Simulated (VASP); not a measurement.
# Si4W2S in VASP: further runs

Runs on Si4W2S. Level: PBE. Tasks: single point.

All numbers are computed with VASP 6.6.1; they aren't measurements. Logs are shortened: lines on timing, memory, paths and dates and some standing lists are left out, and cuts for length are marked.

### 1 The cell of the first run

The cell holds a slab with vacuum, 7 atoms: a = 3.229 Å, b = 3.229 Å, c = 21.937 Å, α = 90.00°, β = 90.00°, γ = 90.00°.

### 2 Single point, PBE

INCAR

```
SYSTEM = Si4W2S
PREC     = Accurate       ! precision mode
ENCUT    = 520            ! plane-wave cutoff, eV
EDIFF    = 1E-6           ! SCF threshold, eV
ISMEAR   = 0              ! smearing method
SIGMA    = 0.1            ! smearing width, eV
LREAL    = .FALSE.        ! projectors in reciprocal space
LASPH    = .TRUE.         ! aspherical terms in the spheres
NELM     = 80             ! most SCF steps
ALGO     = Normal         ! electronic algorithm
ISIF     = 2              ! what is computed and relaxed
LWAVE    = .FALSE.        ! write WAVECAR
LCHARG   = .TRUE.         ! write CHGCAR
LDIPOL   = .TRUE.       
IDIPOL   = 3            
DIPOL    = 0.5 0.5 0.361
GGA      = PE             ! functional
LELF     = .TRUE.         ! ELF
LVHAR    = .TRUE.       
LVACPOTAV= .TRUE.       
NBANDS   = 34             ! bands
```

KPOINTS

```
regular mesh
0
G
  8 8 1
  0 0 0
```

POSCAR

```
Si4W2S
1.0
    3.2292919641      0.0000000000      0.0000000000
    0.0000000000      3.2292919641      0.0000000000
    0.0000000000      0.0000000000     21.9372962701
Si W S
4 2 1
Direct
    0.0000000000      0.0000000000      0.1823378757
    0.0000000000      0.0000000000      0.3009901010
    0.5000000000      0.5000000000      0.3590107505
    0.5000000000      0.5000000000      0.4757786074
    0.5000000000      0.5000000000      0.2416639884
    0.0000000000      0.0000000000      0.4178382287
    0.5000000000      0.8750000000      0.5517616453
```

Potentials or basis: VASP PAW PBE potentials, release 64 (Si, W_sv, S).

The run is started by

```bash
cat potpaw_PBE.64/Si/POTCAR potpaw_PBE.64/W_sv/POTCAR potpaw_PBE.64/S/POTCAR > POTCAR
mpirun -np 1 vasp_std > vasp.out
```

OUTCAR:

```text
SYSTEM = Si4W2S
   PREC = Accurate
   ENCUT = 520
   EDIFF = 1E-6
   ISMEAR = 0
   LREAL = .FALSE.
   LASPH = .TRUE.
   NELM = 80
   ISIF = 2
   GGA = PE

 ion  position               nearest neighbor table
   1  0.000  0.000  0.182-   2 2.60   5 2.63   5 2.63   5 2.63   5 2.63
   2  0.000  0.000  0.301-   6 2.56   1 2.60   3 2.61   3 2.61   3 2.61   3 2.61   5 2.63   5 2.63
                             5 2.63   5 2.63
   3  0.500  0.500  0.359-   4 2.56   5 2.57   2 2.61   2 2.61   2 2.61   2 2.61   6 2.62   6 2.62
                             6 2.62   6 2.62
   4  0.500  0.500  0.476-   7 2.06   3 2.56   6 2.61   6 2.61   6 2.61   6 2.61   7 2.62
   5  0.500  0.500  0.242-   3 2.57   2 2.63   2 2.63   2 2.63   2 2.63   1 2.63   1 2.63   1 2.63
                             1 2.63
   6  0.000  0.000  0.418-   2 2.56   4 2.61   4 2.61   4 2.61   4 2.61   3 2.62   3 2.62   3 2.62
                             3 2.62
   7  0.500  0.875  0.552-   4 2.06   4 2.62

  LATTYP: Found a simple tetragonal cell.
 ALAT       =     3.2292919641
 C/A-ratio  =     6.7932217074

  Lattice vectors:

 A1 = (   3.2292919641,   0.0000000000,   0.0000000000)
 A2 = (   0.0000000000,   3.2292919641,   0.0000000000)
 A3 = (   0.0000000000,   0.0000000000,  21.9372962701)

Analysis of symmetry for initial positions (statically):
=====================================================================
 Subroutine PRICEL returns:
 Original cell was already a primitive cell.

 Routine SETGRP: Setting up the symmetry group for a
 simple tetragonal supercell.

 Subroutine GETGRP returns: Found  2 space group operations
 (whereof  2 operations were pure point group operations)
 out of a pool of 16 trial point group operations.

The static configuration has the point symmetry C_1h.

Analysis of symmetry for dynamics (positions and initial velocities):
=====================================================================
 Subroutine PRICEL returns:
 Original cell was already a primitive cell.

 Routine SETGRP: Setting up the symmetry group for a
 simple tetragonal supercell.

 Subroutine GETGRP returns: Found  2 space group operations
 (whereof  2 operations were pure point group operations)
 out of a pool of 16 trial point group operations.

The dynamic configuration has the point symmetry C_1h.

 Subroutine INISYM returns: Found  2 space group operations
 (whereof  2 operations are pure point group operations),
 and found     1 'primitive' translations

----------------------------------------------------------------------------------------

                                     Primitive cell

  volume of cell :     228.7693

  direct lattice vectors                    reciprocal lattice vectors
     3.229291964  0.000000000  0.000000000     0.309665404  0.000000000  0.000000000
     0.000000000  3.229291964  0.000000000     0.000000000  0.309665404  0.000000000
     0.000000000  0.000000000 21.937296270     0.000000000  0.000000000  0.045584469

  length of vectors
     3.229291964  3.229291964 21.937296270     0.309665404  0.309665404  0.045584469

  position of ions in fractional coordinates (direct lattice)
     0.000000000  0.000000000  0.182337876
     0.000000000  0.000000000  0.300990101
     0.500000000  0.500000000  0.359010750
     0.500000000  0.500000000  0.475778607
     0.500000000  0.500000000  0.241663988
     0.000000000  0.000000000  0.417838229
     0.500000000  0.875000000  0.551761645

  ion indices of the primitive-cell ions
   primitive index   ion index
                 1           1
                 2           2
                 3           3
                 4           4
                 5           5
                 6           6
                 7           7

----------------------------------------------------------------------------------------

 KPOINTS: regular mesh

Automatic generation of k-mesh.
 Grid dimensions read from file:
 generate k-points for:    8    8    1

 Generating k-lattice:

  Cartesian coordinates                     Fractional coordinates (reciprocal lattice)
     0.038708175  0.000000000  0.000000000     0.125000000  0.000000000  0.000000000
     0.000000000  0.038708175  0.000000000     0.000000000  0.125000000  0.000000000
     0.000000000  0.000000000  0.045584469     0.000000000  0.000000000  1.000000000

  Length of vectors
     0.038708175  0.038708175  0.045584469

  Shift w.r.t. Gamma in fractional coordinates (k-lattice)
     0.000000000  0.000000000  0.000000000

 Subroutine IBZKPT returns following result:
 ===========================================

 Found     25 irreducible k-points:

 Following reciprocal coordinates:
            Coordinates               Weight
  0.000000  0.000000  0.000000      1.000000
  0.125000  0.000000  0.000000      2.000000
  0.000000  0.125000  0.000000      2.000000
  0.250000  0.000000  0.000000      2.000000
  0.000000  0.250000  0.000000      2.000000
  0.375000  0.000000  0.000000      2.000000
[... 16 lines left out ...]
  0.500000  0.375000  0.000000      2.000000
 -0.375000  0.500000  0.000000      2.000000
   k-points           NKPTS =     25   k-points in BZ     NKDIM =     25   number of bands    NBANDS=     34
   number of dos      NEDOS =    301   number of ions     NIONS =      7
   total plane-waves  NPLWV =  96768
   dimension x,y,z NGX =    24 NGY =   24 NGZ =  168
   dimension x,y,z NGXF=    48 NGYF=   48 NGZF=  336
   ions per type =               4   2   1
   NGX,Y,Z   is equivalent  to a cutoff of  12.36, 12.36, 12.73 a.u.
   NGXF,Y,Z  is equivalent  to a cutoff of  24.71, 24.71, 25.46 a.u.
 SYSTEM =  Si4W2S
   PREC   = accura    normal or accurate (medium, high low for compatibility)
   ISTART =      0    job   : 0-new  1-cont  2-samecut
   ICHARG =      2    charge: 1-file 2-atom 10-const
   ISPIN  =      1    spin polarized calculation?
   LNONCOLLINEAR =      F non collinear calculations
   LSORBIT =      F    spin-orbit coupling
   LASPH  =      T    aspherical Exc in radial PAW
   ENCUT  =  520.0 eV  38.22 Ry    6.18 a.u.   6.00  6.00 40.79*2*pi/ulx,y,z
   NELM   =     80;   NELMIN=  2; NELMDL= -5     # of ELM steps
   EDIFF  = 0.1E-05   stopping-criterion for ELM
   LREAL  =      F    real-space projection
   EDIFFG = 0.1E-04   stopping-criterion for IOM
   NSW    =      0    number of steps for IOM
   IBRION =     -1    ionic relax: 0-MD 1-quasi-New 2-CG
   NFREE  =      0    steps in history (QN), initial steepest desc. (CG)
   ISIF   =      2    stress and relaxation
   ISYM   =      2    0-nonsym 1-usesym 2-fastsym
   POTIM  = 0.5000    time-step for ionic-motion
   TEBEG  =    0.0;   TEEND  =   0.0 temperature during run
   PSTRESS=    0.0 pullay stress
   NELECT =      50.0000    total number of electrons
   NUPDOWN=      -1.0000    fix difference up-down
   EMIN   =  10.00;   EMAX   =-10.00  energy-range for DOS
   EFERMI =   0.00;   METHOD = LEGACY
   ISMEAR =     0;   SIGMA  =   0.10  broadening in eV -4-tet -1-fermi 0-gaus
   EFERMI_NEDOS =   21; number of points for ismear=-14 and -15
   IALGO  =     38    algorithm
   IMIX   =      4    mixing-type and parameters
     AMIX     =   0.40;   BMIX     =  1.00
     AMIX_MAG =   1.60;   BMIX_MAG =  1.00
  volume/ion in A,a.u.               =      32.68       220.54
  Fermi-wavevector in a.u.,A,eV,Ry     =   0.986126  1.863507 13.230901  0.972444
  Thomas-Fermi vector in A             =   2.117483
   LORBIT       =      0    0 simple, 1 ext, 2 COOP (PROOUT), +10 PAW based schemes
   GGA     = PE    functional components
   LHFCALC =     F    Hartree Fock is set to
   AEXX    =    0.0000 exact exchange contribution
   IVDW    =     0    specifies the selected vdW correction
   LEPSILON=     F    determine dielectric tensor
   LRPA    =     F    only Hartree local field effects (RPA)
 non-spin polarized calculation
 Gauss-broadening in eV      SIGMA  =   0.10
  energy-cutoff  :      520.00
  volume of cell :      228.77
 maximum number of plane-waves:      6214
   NGX = 13   NGY = 13   NGZ = 81

 dipolmoment           0.000000      0.000000     -0.023530 electrons x Angstroem

 number of electron      49.9999995 magnetization

 dipolmoment           0.000000      0.000000      0.054993 electrons x Angstroem

 Free energy of the ion-electron system (eV)
  ---------------------------------------------------
  ext. energy  EPLUGINS =         0.00000000
  ---------------------------------------------------
  free energy    TOTEN  =       -51.18771764 eV

  energy without entropy =      -51.17406851  energy(sigma->0) =      -51.18089308

 E-fermi :   1.8342     XC(G=0):  -6.1145

 val. band max:        1.8072937463   @ k =  -0.1250   0.5000   0.0000
 cond. band min:       1.8391840183   @ k =   0.0000   0.1250   0.0000
 fundamental gap:      0.0318902721
 Fermi energy:         1.8341922469

 k-point     1 :       0.0000    0.0000    0.0000
  band No.  band energies     occupation
      1     -71.9839      2.00000
      2     -71.8868      2.00000
      3     -36.2975      2.00000
      4     -36.2133      2.00000
      5     -36.1490      2.00000
      6     -36.1442      2.00000
[... 26 lines left out ...]
     33       5.8770      0.00000
     34       6.1383      0.00000

 k-point     2 :       0.1250    0.0000    0.0000
  band No.  band energies     occupation
      1     -71.9829      2.00000
      2     -71.8858      2.00000
      3     -36.2941      2.00000
      4     -36.2104      2.00000
      5     -36.1746      2.00000
      6     -36.1456      2.00000
[... 26 lines left out ...]
     33       6.2163      0.00000
     34       6.3327      0.00000

 k-point     3 :       0.0000    0.1250    0.0000
  band No.  band energies     occupation
      1     -71.9829      2.00000
      2     -71.8858      2.00000
      3     -36.2973      2.00000
      4     -36.2405      2.00000
      5     -36.1461      2.00000
      6     -36.1414      2.00000
[... 26 lines left out ...]
     33       6.1584      0.00000
     34       6.2651      0.00000

 k-point     4 :       0.2500    0.0000    0.0000
  band No.  band energies     occupation
      1     -71.9805      2.00000
      2     -71.8833      2.00000
      3     -36.2859      2.00000
      4     -36.2472      2.00000
      5     -36.2034      2.00000
      6     -36.1901      2.00000
[... 26 lines left out ...]
     33       6.2983      0.00000
     34       6.6667      0.00000

 k-point     5 :       0.0000    0.2500    0.0000
  band No.  band energies     occupation
      1     -71.9805      2.00000
      2     -71.8833      2.00000
      3     -36.3297      2.00000
      4     -36.2725      2.00000
      5     -36.2044      2.00000
      6     -36.1373      2.00000
[... 621 lines left out ...]
 k-point    22 :       0.3750    0.3750    0.0000
  band No.  band energies     occupation
      1     -71.9722      2.00000
      2     -71.8751      2.00000
      3     -36.3731      2.00000
      4     -36.2950      2.00000
      5     -36.2527      2.00000
      6     -36.2505      2.00000
[... 26 lines left out ...]
     33       5.9564      0.00000
     34       6.3748      0.00000

 k-point    23 :       0.5000    0.3750    0.0000
  band No.  band energies     occupation
      1     -71.9712      2.00000
      2     -71.8741      2.00000
      3     -36.3690      2.00000
      4     -36.3233      2.00000
      5     -36.2660      2.00000
      6     -36.2482      2.00000
[... 26 lines left out ...]
     33       5.3288      0.00000
     34       6.2713      0.00000

 k-point    24 :      -0.3750    0.5000    0.0000
  band No.  band energies     occupation
      1     -71.9712      2.00000
      2     -71.8741      2.00000
      3     -36.4006      2.00000
      4     -36.2910      2.00000
      5     -36.2802      2.00000
      6     -36.2485      2.00000
[... 26 lines left out ...]
     33       5.6883      0.00000
     34       5.9904      0.00000

 [... further k-points ...]
[... 5 lines left out ...]
  --------------------------------------------------------------------------------------
  -------------------------------------------------------------------------------------
  Total        0.5387304     -0.4409027     -0.2218150      0.0000000      0.8445384      0.0000000
  in kB        3.7729788     -3.0878458     -1.5534734      0.0000000      5.9146935      0.0000000
  external PRESSURE =      -0.2894468 kB  Pullay stress =       0.0000000 kB

 VOLUME and BASIS-vectors are now :
 -----------------------------------------------------------------------------
  energy-cutoff  :      520.00
  volume of cell :      228.77
      direct lattice vectors                 reciprocal lattice vectors
     3.229291964  0.000000000  0.000000000     0.309665404  0.000000000  0.000000000
     0.000000000  3.229291964  0.000000000     0.000000000  0.309665404  0.000000000
     0.000000000  0.000000000 21.937296270     0.000000000  0.000000000  0.045584469

 POSITION                                       TOTAL-FORCE (eV/Angst)
 -----------------------------------------------------------------------------------
      0.00000      0.00000      4.00000         0.000000      0.001042      0.393604
      0.00000      0.00000      6.60291         0.000000      0.011275     -0.469340
      1.61465      1.61465      7.87573         0.000000     -0.017607     -0.178248
      1.61465      1.61465     10.43730         0.000000     -1.315274      0.533778
      1.61465      1.61465      5.30145         0.000000     -0.007480      0.038735
      0.00000      0.00000      9.16624         0.000000      0.477372     -0.279825
      1.61465      2.82563     12.10416         0.000000      0.850671     -0.038703
 -----------------------------------------------------------------------------------
    total drift:                                0.000000     -0.000017     -0.000425

  FREE ENERGIE OF THE ION-ELECTRON SYSTEM (eV)
  ---------------------------------------------------
  free  energy   TOTEN  =       -51.1877176417 eV

  energy  without entropy=      -51.1740685085  energy(sigma->0) =      -51.18089308

 vacuum level on the upper side and lower side of the slab         7.290         6.335
```

It took 4.4 min on 1 thread of Intel Xeon Platinum 8375C at 2.90GHz (Ice Lake), shared host; peak memory 0.4 GiB.

What came out:

```yaml
Free_energy: -51.1877 eV
Largest_force: 1.419 eV/Å
Band_gap_on_the_k_mesh: zero (band 25 reaches 2.60 eV, above the bottom of band 26 at 1.65 eV)
```

Forces in eV/Å, atoms in the order of the input:
```
Si   0.000  0.001  0.394
Si   0.000  0.011 -0.469
Si   0.000 -0.018 -0.178
Si   0.000 -1.315  0.534
W    0.000 -0.007  0.039
W    0.000  0.477 -0.280
S    0.000  0.851 -0.039
```

Caveat: spin-orbit coupling is left out, which moves the levels of the heavy elements.

(Continued in part 2 of 2.)
